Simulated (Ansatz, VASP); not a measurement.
**One calculation of W3O, two programs**

The input INCAR:

```
ALGO = Normal ; EDIFF = 1E-6
ENCUT = 520 ; GGA = PS
ISIF = 2 ; ISMEAR = 0
LASPH = True ; LCHARG = False
LREAL = False ; LWAVE = False
NBANDS = 58 ; NELM = 60
PREC = Accurate ; SIGMA = 0.15
```

Contents of KPOINTS:

```
k-points
0
Gamma
  8 8 8
```

File POSCAR:

```
W3O
1.0
    4.7588794210      0.0000000000      0.0000000000
    0.0000000000      4.7588794210      0.0000000000
    0.0000000000      0.0000000000      4.8313496660
W O
6 2
Direct
    0.5000000000      0.7500000000      0.0000000000
    0.0000000000      0.5000000000      0.7500000000
    0.2500000000      0.0000000000      0.5000000000
    0.5000000000      0.2500000000      0.0000000000
    0.0000000000      0.5000000000      0.2500000000
    0.7500000000      0.0000000000      0.5000000000
    0.5000000000      0.5000000000      0.5000000000
    0.0000000000      0.0000000000      0.0000000000
```

Input for Ansatz:

```yaml
crystal:
  lattice:
    - [4.758879421, 0.0, 0.0]
    - [0.0, 4.758879421, 0.0]
    - [0.0, 0.0, 4.831349666]
  atoms:
    - { symbol: W, position: [0.5, 0.75, 0.0] }
    - { symbol: W, position: [0.0, 0.5, 0.75] }
    - { symbol: W, position: [0.25, 0.0, 0.5] }
    - { symbol: W, position: [0.5, 0.25, 0.0] }
    - { symbol: W, position: [0.0, 0.5, 0.25] }
    - { symbol: W, position: [0.75, 0.0, 0.5] }
    - { symbol: O, position: [0.5, 0.5, 0.5] }
    - { symbol: O, position: [0.0, 0.0, 0.0] }
basis:
  ecutwfc: 420
kpoints:
  mp_grid: { grid: [8, 8, 8] }
hamiltonian:
  xc: pbesol
scf:
  occupations: { method: gaussian, width: 0.15 }
output:
  forces: true
  stress: true
  eigenvalues: true
```

Change from the starting cell: strain -0.015 along x and y, +0.000 along z, atoms carried along.

Alike in both runs: task single point; functional PBEsol; k mesh 8 × 8 × 8; occupations gaussian, width 0.15 eV; no spin polarisation.

```csv
,VASP,Ansatz
version,VASP 6.6.1,Ansatz 0.2.0
potentials or method,"VASP PAW PBE potentials, release 64 (W_sv, O), cutoff 520 eV","scalar-relativistic, plane waves, PAW"
valence electrons in the cell,96,96
```

VASP gave:

* gap on the k mesh at the Fermi level (eV): none
* pressure (GPa): 9.6
* traceless stress, the component that is largest in VASP (GPa): -1.07
* rms of the force components (eV/Å): 0.057

**Question.** Which values does Ansatz return?

**Answer.** gap on the k mesh at the Fermi level (eV): none; pressure (GPa): 8.3; traceless stress, the component that is largest in VASP (GPa): -0.89; rms of the force components (eV/Å): 0.057.

VASP's potentials were made for PBE, not for PBEsol. Atom by atom the forces differ by 0.000 eV/Å (rms over components). A gap of «none» marks a metal or a gap that the smearing closes.

Spin-orbit coupling is off throughout.
